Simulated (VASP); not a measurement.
Set up this calculation in VASP 6.6.1, as the native input.

```
Task                               : single point
Functional                         : HSE06
Potentials or basis                : VASP PAW PBE potentials, release 64 (Cd, S)
Cutoff                             : 520 eV
k mesh                             : 6 × 6 × 6
Occupations                        : gaussian, width 0.01 eV
Spin                               : no spin polarisation
Dipole correction                  : no
Grid for exact exchange (PRECFOCK) : Normal
Further INCAR settings             : ALGO = Normal; EDIFF = 1e-06; NBANDS = 16
Share of exact exchange            : 0.25
Screening parameter                : 0.2079 1/Å
```

CdS:

```
Cd S
1.0
     0.00000    2.85657    2.85657
     2.85657    0.00000    2.85657
     2.85657    2.85657    0.00000
Cd S
1 1
Direct
  0.00000 0.00000 0.00000
  0.50000 0.50000 0.50000
```

This cell differs from its parent crystal: strain +4.8%.

One way to write it, as run:

POSCAR

```
CdS
1.0
    0.0000000000      2.8565711077      2.8565711077
    2.8565711077      0.0000000000      2.8565711077
    2.8565711077      2.8565711077      0.0000000000
Cd S
1 1
Direct
    0.0000000000      0.0000000000      0.0000000000
    0.5000000000      0.5000000000      0.5000000000
```

INCAR.step1

```
SYSTEM = CdS
PREC = Accurate
ENCUT = 520
EDIFF = 1E-5
ISMEAR = 0
SIGMA = 0.01
LREAL = .False.
LASPH = .True.
NELM = 100
ALGO = Normal
ISIF = 2
LWAVE = .True.
NBANDS = 16
GGA = PE
```

INCAR.step2

```
SYSTEM = CdS
PREC = Accurate
ENCUT = 520
EDIFF = 1E-6
ISMEAR = 0
SIGMA = 0.01
LREAL = .False.
LASPH = .True.
NELM = 100
ALGO = Normal
ISIF = 2
LWAVE = .False.
LCHARG = .True.
GGA = PE
LHFCALC = .True.
HFSCREEN = 0.2079
PRECFOCK = Normal
LELF = .True.
LVHAR = .True.
NBANDS = 16
ISTART = 1
```

KPOINTS

```
Automatic mesh
0
Gamma
  6 6 6
  0 0 0
```

Potentials or basis: VASP PAW PBE potentials, release 64 (Cd, S).

The run is started by

```sh
$ cat potpaw_PBE.64/Cd/POTCAR potpaw_PBE.64/S/POTCAR > POTCAR
$ cp INCAR.step1 INCAR
$ mpirun -np 1 vasp_std > vasp.out
$ cp INCAR.step2 INCAR
$ mpirun -np 1 vasp_std > vasp.out
```

It gave:

| Quantity | Value |
| --- | --- |
| Pressure | -8.0 GPa |
| Band gap on the k mesh | 1.15 eV (least direct gap 1.81 eV) |

Caveat: the cell differs from its parent crystal (strain +4.8%); the cell stands under tension; the structure was generated, so it needn't be the stable form of CdS; the PAW data sets were made with another functional, which shifts forces and pressure a little.

It took 39 min on 1 thread of AMD EPYC 7R13 Processor (Zen 3), on a shared host, peak memory 0.26 GiB.
